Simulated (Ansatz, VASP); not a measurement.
**Two plane-wave programs on Sn2Te**

```
Sn Te
1.0
     4.53273    0.00000    0.00000
    -2.26637    3.92546    0.00000
     0.00000    0.00000   16.25047
Sn Te
6 3
Direct
  0.33333 0.66667 0.45646
  0.66667 0.33333 0.54354
  0.00000 0.00000 0.34256
  0.00000 0.00000 0.65744
  0.66667 0.33333 0.88577
  0.33333 0.66667 0.11423
  0.33333 0.66667 0.76927
  0.66667 0.33333 0.23073
  0.00000 0.00000 0.00000
```

Alike in both runs: functional PBE; k mesh 4 × 4 × 1; occupations gaussian, width 0.2 eV; no spin polarisation.

Ansatz relaxed the structure, and its values are those at the end. VASP's run is a single point on that final structure, the one shown.

|  | VASP | Ansatz |
| --- | --- | --- |
| version | VASP 6.6.1 | Ansatz 0.2.0 |
| potentials or method | VASP PAW PBE potentials, release 64 (Sn_d, Te), cutoff 520 eV | scalar-relativistic, plane waves, PAW |
| valence electrons in the cell | 102 | 132 |

```tsv
	VASP	Ansatz	Ansatz less VASP
gap on the k mesh at the Fermi level (eV)	none	none	-
pressure (GPa)	-0.1	-0.1	+0.01
rms of the force components (eV/Å)	0.015	0.016	+0.0005
```

A gap of «none» marks a metal or a gap that the smearing closes. With one functional, cell and mesh, what is left measures potentials, basis and numerics. VASP's potentials hold 102 valence electrons a cell and Ansatz's 132, so a difference there can come from the potentials and not from the codes.

The k mesh is coarse, so the values compare programs but aren't converged. Neither program's run includes spin-orbit coupling.
